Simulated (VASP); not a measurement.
Ru:

```
Ru
1.0
     2.67753    0.00000    0.00000
    -1.33877    2.31881    0.00000
     0.00000    0.00000    4.21813
Ru
2
Cartesian
  0.0000 1.5459 1.0545
  1.3388 0.7729 3.1636
```

Program: VASP 6.6.1. Alike in all runs: task single point; level LDA; potentials or basis VASP PAW LDA potentials, release 64 (Ru_sv); no spin polarisation; cell as given; k mesh 13 × 13 × 8; cutoff (eV) 560.

Question: Order these runs on this cell by their pressure, lowest first.
A. smearing fermi-dirac 0.3 eV
B. smearing fermi-dirac 0.6 eV
C. smearing gaussian 0.1 eV
D. smearing gaussian 1 eV

Answer: C (0.4 GPa), A (2.8 GPa), D (4.7 GPa), B (11.7 GPa).

Caveats: so wide a smearing shifts energies and pressures (at least some runs); the cell stands under pressure (at least some runs).
